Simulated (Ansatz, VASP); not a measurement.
**CdF2: VASP beside Ansatz**

```
Cd F
1.0
     0.00000    2.69400    2.61318
     2.69400    0.00000    2.61318
     2.69400    2.69400    0.00000
Cd F
1 2
Direct
  0.00000 0.00000 0.00000
  0.25000 0.25000 0.25000
  0.75000 0.75000 0.75000
```

Change from the starting cell: strain +0.000 along x and y, -0.030 along z, atoms carried along.

Alike in both runs: task single point; functional PBE; k mesh 8 × 8 × 8; occupations gaussian, width 0.05 eV; no spin polarisation.

|  | VASP | Ansatz |
| --- | --- | --- |
| version | VASP 6.6.1 | Ansatz 0.2.0 |
| potentials or method | VASP PAW PBE potentials, release 64 (Cd, F), cutoff 520 eV | scalar-relativistic, plane waves, PAW |
| valence electrons in the cell | 26 | 34 |

```tsv
	VASP	Ansatz	Ansatz less VASP
gap on the k mesh at the Fermi level (eV)	3.14	3.18	+0.035
least direct gap on the mesh (eV)	3.60	3.63	+0.033
pressure (GPa)	10.2	9.3	-0.91
traceless stress, the component that is largest in VASP (GPa)	2.25	2.29	+0.036
```

With one functional, cell and mesh, what is left measures potentials, basis and numerics. VASP's potentials hold 26 valence electrons a cell and Ansatz's 34, so a difference there can come from the potentials and not from the codes.
